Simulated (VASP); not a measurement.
# Sb in VASP: further runs

Sb is run at these levels: PBEsol; tasks: single point.

All numbers are computed with VASP 6.6.1; they aren't measurements. Logs are shortened: lines on timing, memory, paths and dates and some standing lists are left out, and cuts for length are marked.

**1. The cell of the first run**

The cell holds a slab with vacuum, 3 atoms: a = 3.334 Å, b = 3.334 Å, c = 20.715 Å, α = 90.00°, β = 90.00°, γ = 90.00°.

**2. Single point, PBEsol**

The input, INCAR:

```
PREC = Accurate ; ENCUT = 520
EDIFF = 1E-6 ; ISMEAR = -1
SIGMA = 0.1 ; LREAL = F
LASPH = T ; NELM = 60
ALGO = Normal ; ISIF = 2
LWAVE = F ; LCHARG = F
LDIPOL = T ; IDIPOL = 3
DIPOL = 0.5 0.5 0.500 ; GGA = PS
NBANDS = 14
```

The input, KPOINTS:

```
regular mesh
0
Gamma
  11 11 1
```

The input, POSCAR:

```
Sb
1.0
    3.3338465369      0.0000000000      0.0000000000
    0.0000000000      3.3338465369      0.0000000000
    0.0000000000      0.0000000000     20.7148000000
Sb
3
Direct
    0.0000000000      0.0000000000      0.3861980085
    0.5000000000      0.5000000000      0.5000000000
    0.0000000000      0.0000000000      0.6138019915
```

Potentials or basis: VASP PAW PBE potentials, release 64 (Sb).

Command:

```
> cat potpaw_PBE.64/Sb/POTCAR > POTCAR
> mpirun -np 1 vasp_std > vasp.out
```

OUTCAR:

```text
PREC = Accurate
   ENCUT = 520
   EDIFF = 1E-6
   ISMEAR = -1
   LREAL = F
   LASPH = T
   NELM = 60
   ISIF = 2
   GGA = PS

 ion  position               nearest neighbor table
   1  0.000  0.000  0.386-   2 3.33   2 3.33   2 3.33   2 3.33
   2  0.500  0.500  0.500-   1 3.33   3 3.33   1 3.33   3 3.33   1 3.33   3 3.33   1 3.33   3 3.33

   3  0.000  0.000  0.614-   2 3.33   2 3.33   2 3.33   2 3.33

  LATTYP: Found a simple tetragonal cell.
 ALAT       =     3.3338465369
 C/A-ratio  =     6.2134833655

  Lattice vectors:

 A1 = (   3.3338465369,   0.0000000000,   0.0000000000)
 A2 = (   0.0000000000,   3.3338465369,   0.0000000000)
 A3 = (   0.0000000000,   0.0000000000,  20.7148000000)

Analysis of symmetry for initial positions (statically):
=====================================================================
 Subroutine PRICEL returns:
 Original cell was already a primitive cell.

 Routine SETGRP: Setting up the symmetry group for a
 simple tetragonal supercell.

 Subroutine GETGRP returns: Found 16 space group operations
 (whereof 16 operations were pure point group operations)
 out of a pool of 16 trial point group operations.

The static configuration has the point symmetry D_4h.

Analysis of symmetry for dynamics (positions and initial velocities):
=====================================================================
 Subroutine PRICEL returns:
 Original cell was already a primitive cell.

 Routine SETGRP: Setting up the symmetry group for a
 simple tetragonal supercell.

 Subroutine GETGRP returns: Found 16 space group operations
 (whereof 16 operations were pure point group operations)
 out of a pool of 16 trial point group operations.

The dynamic configuration has the point symmetry D_4h.

 Subroutine INISYM returns: Found 16 space group operations
 (whereof 16 operations are pure point group operations),
 and found     1 'primitive' translations

----------------------------------------------------------------------------------------

                                     Primitive cell

  volume of cell :     230.2353

  direct lattice vectors                    reciprocal lattice vectors
     3.333846537  0.000000000  0.000000000     0.299953819  0.000000000  0.000000000
     0.000000000  3.333846537  0.000000000     0.000000000  0.299953819  0.000000000
     0.000000000  0.000000000 20.714800000     0.000000000  0.000000000  0.048274664

  length of vectors
     3.333846537  3.333846537 20.714800000     0.299953819  0.299953819  0.048274664

  position of ions in fractional coordinates (direct lattice)
     0.000000000  0.000000000  0.386198009
     0.500000000  0.500000000  0.500000000
     0.000000000  0.000000000  0.613801991

  ion indices of the primitive-cell ions
   primitive index   ion index
                 1           1
                 2           2
                 3           3

----------------------------------------------------------------------------------------

 KPOINTS: regular mesh

Automatic generation of k-mesh.
 Grid dimensions read from file:
 generate k-points for:   11   11    1

 Generating k-lattice:

  Cartesian coordinates                     Fractional coordinates (reciprocal lattice)
     0.027268529  0.000000000  0.000000000     0.090909091  0.000000000  0.000000000
     0.000000000  0.027268529  0.000000000     0.000000000  0.090909091  0.000000000
     0.000000000  0.000000000  0.048274664     0.000000000  0.000000000  1.000000000

  Length of vectors
     0.027268529  0.027268529  0.048274664

  Shift w.r.t. Gamma in fractional coordinates (k-lattice)
     0.000000000  0.000000000  0.000000000

 Subroutine IBZKPT returns following result:
 ===========================================

 Found     21 irreducible k-points:

 Following reciprocal coordinates:
            Coordinates               Weight
  0.000000  0.000000  0.000000      1.000000
  0.090909  0.000000  0.000000      4.000000
  0.181818  0.000000  0.000000      4.000000
  0.272727  0.000000  0.000000      4.000000
  0.363636  0.000000  0.000000      4.000000
  0.454545  0.000000  0.000000      4.000000
[... 13 lines left out ...]
  0.454545  0.363636  0.000000      8.000000
  0.454545  0.454545  0.000000      4.000000
   k-points           NKPTS =     21   k-points in BZ     NKDIM =     21   number of bands    NBANDS=     14
   number of dos      NEDOS =    301   number of ions     NIONS =      3
   total plane-waves  NPLWV = 125440
   dimension x,y,z NGX =    28 NGY =   28 NGZ =  160
   dimension x,y,z NGXF=    56 NGYF=   56 NGZF=  320
   ions per type =               3
   NGX,Y,Z   is equivalent  to a cutoff of  13.96, 13.96, 12.84 a.u.
   NGXF,Y,Z  is equivalent  to a cutoff of  27.93, 27.93, 25.68 a.u.
 SYSTEM =  unknown system
   PREC   = accura    normal or accurate (medium, high low for compatibility)
   ISTART =      0    job   : 0-new  1-cont  2-samecut
   ICHARG =      2    charge: 1-file 2-atom 10-const
   ISPIN  =      1    spin polarized calculation?
   LNONCOLLINEAR =      F non collinear calculations
   LSORBIT =      F    spin-orbit coupling
   LASPH  =      T    aspherical Exc in radial PAW
   ENCUT  =  520.0 eV  38.22 Ry    6.18 a.u.   6.20  6.20 38.52*2*pi/ulx,y,z
   NELM   =     60;   NELMIN=  2; NELMDL= -5     # of ELM steps
   EDIFF  = 0.1E-05   stopping-criterion for ELM
   LREAL  =      F    real-space projection
   EDIFFG = 0.1E-04   stopping-criterion for IOM
   NSW    =      0    number of steps for IOM
   IBRION =     -1    ionic relax: 0-MD 1-quasi-New 2-CG
   NFREE  =      0    steps in history (QN), initial steepest desc. (CG)
   ISIF   =      2    stress and relaxation
   ISYM   =      2    0-nonsym 1-usesym 2-fastsym
   POTIM  = 0.5000    time-step for ionic-motion
   TEBEG  =    0.0;   TEEND  =   0.0 temperature during run
   PSTRESS=    0.0 pullay stress
   NELECT =      15.0000    total number of electrons
   NUPDOWN=      -1.0000    fix difference up-down
   EMIN   =  10.00;   EMAX   =-10.00  energy-range for DOS
   EFERMI =   0.00;   METHOD = LEGACY
   ISMEAR =    -1;   SIGMA  =   0.10  broadening in eV -4-tet -1-fermi 0-gaus
   EFERMI_NEDOS =   21; number of points for ismear=-14 and -15
   IALGO  =     38    algorithm
   IMIX   =      4    mixing-type and parameters
     AMIX     =   0.40;   BMIX     =  1.00
     AMIX_MAG =   1.60;   BMIX_MAG =  1.00
  volume/ion in A,a.u.               =      76.75       517.90
  Fermi-wavevector in a.u.,A,eV,Ry     =   0.658741  1.244840  5.904106  0.433940
  Thomas-Fermi vector in A             =   1.730658
   LORBIT       =      0    0 simple, 1 ext, 2 COOP (PROOUT), +10 PAW based schemes
   GGA     = PS    functional components
   LHFCALC =     F    Hartree Fock is set to
   AEXX    =    0.0000 exact exchange contribution
   IVDW    =     0    specifies the selected vdW correction
   LEPSILON=     F    determine dielectric tensor
   LRPA    =     F    only Hartree local field effects (RPA)
 non-spin polarized calculation
  energy-cutoff  :      520.00
  volume of cell :      230.24
 maximum number of plane-waves:      6246
 NGX is ok and might be reduce to    28
   NGX = 13   NGY = 13   NGZ = 77

 number of electron      15.0000001 magnetization

 dipolmoment           0.000000      0.000000     -0.000000 electrons x Angstroem

 Free energy of the ion-electron system (eV)
  ---------------------------------------------------
  ext. energy  EPLUGINS =         0.00000000
  ---------------------------------------------------
  free energy    TOTEN  =       -12.35747858 eV

  energy without entropy =      -12.27827171  energy(sigma->0) =      -12.31787514

 E-fermi :   0.0140     XC(G=0):  -4.3641

 val. band max:       -0.0136988701   @ k =   0.3636   0.3636   0.0000
 cond. band min:       0.0224359455   @ k =   0.2727   0.2727   0.0000
 fundamental gap:      0.0361348155
 Fermi energy:         0.0139530000

 k-point     1 :       0.0000    0.0000    0.0000
  band No.  band energies     occupation
      1     -12.4912      2.00000
      2     -10.7713      2.00000
      3      -8.6436      2.00000
      4      -3.6284      2.00000
      5      -0.5246      1.99088
      6       1.0796      0.00005
      7       1.0796      0.00005
      8       2.6282      0.00000
      9       2.8233      0.00000
     10       2.8233      0.00000
     11       4.0313      0.00000
     12       4.5817      0.00000
     13       4.7096      0.00000
     14       4.7096      0.00000

 k-point     2 :       0.0909    0.0000    0.0000
  band No.  band energies     occupation
      1     -12.3810      2.00000
      2     -10.6686      2.00000
      3      -8.5713      2.00000
      4      -3.5310      2.00000
      5      -0.8233      1.99954
      6       0.4538      0.02428
      7       1.1892      0.00002
      8       1.4212      0.00000
      9       2.9147      0.00000
     10       3.0838      0.00000
     11       3.6869      0.00000
     12       4.2339      0.00000
     13       4.7260      0.00000
     14       4.7615      0.00000

 k-point     3 :       0.1818    0.0000    0.0000
  band No.  band energies     occupation
      1     -12.0521      2.00000
      2     -10.3663      2.00000
      3      -8.3804      2.00000
      4      -3.2723      2.00000
      5      -2.1479      2.00000
      6      -0.3256      1.93515
      7       0.2284      0.20970
      8       1.5121      0.00000
      9       2.0563      0.00000
     10       3.1764      0.00000
     11       3.2219      0.00000
     12       4.5468      0.00000
     13       4.8168      0.00000
     14       4.8822      0.00000

 k-point     4 :       0.2727    0.0000    0.0000
  band No.  band energies     occupation
      1     -11.5113      2.00000
      2      -9.8866      2.00000
      3      -8.1845      2.00000
      4      -3.5877      2.00000
      5      -3.1614      2.00000
      6      -1.6531      2.00000
      7      -0.3341      1.94025
      8       1.2124      0.00001
      9       2.0289      0.00000
     10       2.9547      0.00000
     11       3.5661      0.00000
     12       4.8762      0.00000
     13       4.9550      0.00000
     14       5.0637      0.00000

 k-point     5 :       0.3636    0.0000    0.0000
  band No.  band energies     occupation
      1     -10.7772      2.00000
      2      -9.2969      2.00000
      3      -8.2818      2.00000
      4      -4.4337      2.00000
      5      -4.0430      2.00000
      6      -1.6988      2.00000
      7      -1.5366      2.00000
      8       1.5292      0.00000
      9       2.0316      0.00000
     10       2.6984      0.00000
     11       3.9928      0.00000
[... 225 lines left out ...]
 k-point    19 :       0.3636    0.3636    0.0000
  band No.  band energies     occupation
      1      -9.1119      2.00000
      2      -7.8741      2.00000
      3      -7.2898      2.00000
      4      -3.8181      2.00000
      5      -2.6503      2.00000
      6      -2.6014      2.00000
      7      -2.0444      2.00000
      8      -1.5463      2.00000
      9      -0.0972      1.50482
     10      -0.0137      1.13739
     11       1.3143      0.00000
     12       1.3436      0.00000
     13       5.0397      0.00000
     14       5.3114      0.00000

 k-point    20 :       0.4545    0.3636    0.0000
  band No.  band energies     occupation
      1      -8.3206      2.00000
      2      -7.4779      2.00000
      3      -7.4101      2.00000
      4      -3.9061      2.00000
      5      -3.2597      2.00000
      6      -3.1958      2.00000
      7      -1.6711      2.00000
      8      -1.3874      2.00000
      9      -0.5059      1.98901
     10       0.1696      0.34821
     11       0.6334      0.00407
     12       1.1072      0.00004
     13       4.7929      0.00000
     14       4.9161      0.00000

 k-point    21 :       0.4545    0.4545    0.0000
  band No.  band energies     occupation
      1      -7.6716      2.00000
      2      -7.1068      2.00000
      3      -6.9635      2.00000
      4      -4.3033      2.00000
      5      -3.9771      2.00000
      6      -2.6491      2.00000
      7      -2.5247      2.00000
      8      -1.0674      1.99996
      9      -0.4943      1.98767
     10      -0.4621      1.98302
     11       0.2363      0.19532
     12       0.8827      0.00034
     13       4.1821      0.00000
     14       5.2112      0.00000

------------------------ aborting loop because EDIFF is reached ----------------------------------------

 vacuum level on the upper side and lower side of the slab       (xc-potential included)        -0.118        -0.118

  FORCE on cell =-STRESS in cart. coord.  units (eV):
  Direction    XX          YY          ZZ          XY          YZ          ZX
  --------------------------------------------------------------------------------------
  -------------------------------------------------------------------------------------
  Total       -2.7431151     -2.7431151     -0.9695833      0.0000000      0.0000000     -0.0000000
  in kB      -19.0889772    -19.0889772     -6.7472028      0.0000000      0.0000000     -0.0000000
  external PRESSURE =     -14.9750524 kB  Pullay stress =       0.0000000 kB

 VOLUME and BASIS-vectors are now :
 -----------------------------------------------------------------------------
  energy-cutoff  :      520.00
  volume of cell :      230.24
      direct lattice vectors                 reciprocal lattice vectors
     3.333846537  0.000000000  0.000000000     0.299953819  0.000000000  0.000000000
     0.000000000  3.333846537  0.000000000     0.000000000  0.299953819  0.000000000
     0.000000000  0.000000000 20.714800000     0.000000000  0.000000000  0.048274664

 POSITION                                       TOTAL-FORCE (eV/Angst)
 -----------------------------------------------------------------------------------
      0.00000      0.00000      8.00001         0.000000      0.000000      0.204703
      1.66692      1.66692     10.35740        -0.000000      0.000000      0.000000
      0.00000      0.00000     12.71479        -0.000000      0.000000     -0.204703
 -----------------------------------------------------------------------------------
    total drift:                                0.000000     -0.000000      0.000000

  FREE ENERGIE OF THE ION-ELECTRON SYSTEM (eV)
  ---------------------------------------------------
  free  energy   TOTEN  =       -12.3574785770 eV

  energy  without entropy=      -12.2782717120  energy(sigma->0) =      -12.31787514

 vacuum level on the upper side and lower side of the slab         4.371         4.371
```

Wall time 71 s (1 thread of Intel Xeon Platinum 8559C (Emerald Rapids), shared host); peak memory 0.34 GiB.

Results:

* Free energy: -12.3575 eV
* Largest force: 0.205 eV/Å

Forces in eV/Å, atoms in the order of the input:
```
Sb   0.000  0.000  0.205
Sb   0.000  0.000  0.000
Sb   0.000  0.000 -0.205
```

Caveat: the PAW data sets were made with another functional, which shifts forces and pressure a little; spin-orbit coupling is left out, which moves the levels of the heavy elements.

**3. Single point, PBEsol**

The input, INCAR:

```
SYSTEM = Sb
  ALGO = Normal
  DIPOL = 0.5 0.5 0.500
  EDIFF = 1E-6
  ENCUT = 520
  GGA = PS
  IDIPOL = 3
  ISIF = 2
  ISMEAR = -1
  LASPH = .True.
  LCHARG = .False.
  LDIPOL = .True.
  LREAL = .False.
  LWAVE = .False.
  NBANDS = 14
  NELM = 100
  PREC = Accurate
  SIGMA = 0.1
```

The input, KPOINTS:

```
k-points
0
Gamma
  11 11 1
  0 0 0
```

The input, POSCAR:

```
Sb
1.0
    3.3338465369      0.0000000000      0.0000000000
    0.0000000000      3.3338465369      0.0000000000
    0.0000000000      0.0000000000     20.7148000000
Sb
3
Direct
    0.0000000000      0.0000000000      0.3920229357
    0.5000000000      0.5000000000      0.4999999993
    0.0000000000      0.0000000000      0.6079770651
```

Potentials or basis: VASP PAW PBE potentials, release 64 (Sb).

Command:

```
> cat potpaw_PBE.64/Sb/POTCAR > POTCAR
> mpirun -np 1 vasp_std > vasp.out
```

It took 68 s on 1 thread of Intel Xeon Platinum 8559C (Emerald Rapids), shared host; peak memory 0.34 GiB.

The run converged. Its results:

```yaml
Free_energy: -12.3850 eV
Largest_force: 0.004 eV/Å
```

Forces on the atoms (eV/Å):
```
Sb   0.000  0.000 -0.004
Sb   0.000  0.000  0.000
Sb   0.000  0.000  0.004
```

Levels at points of the mesh, in eV from the Fermi level:
```csv
k point,band 3,band 4,band 5,band 6,band 7,band 8,band 9,band 10,band 11,band 12
"(0.00, 0.00, 0.00)",-8.41,-3.53,-0.26,0.73,0.73,2.70,2.70,2.89,3.96,4.59
```

Caveat: the PAW data sets were made with another functional, which shifts forces and pressure a little; spin-orbit coupling is left out, which moves the levels of the heavy elements.

[end of part 1 of 2]
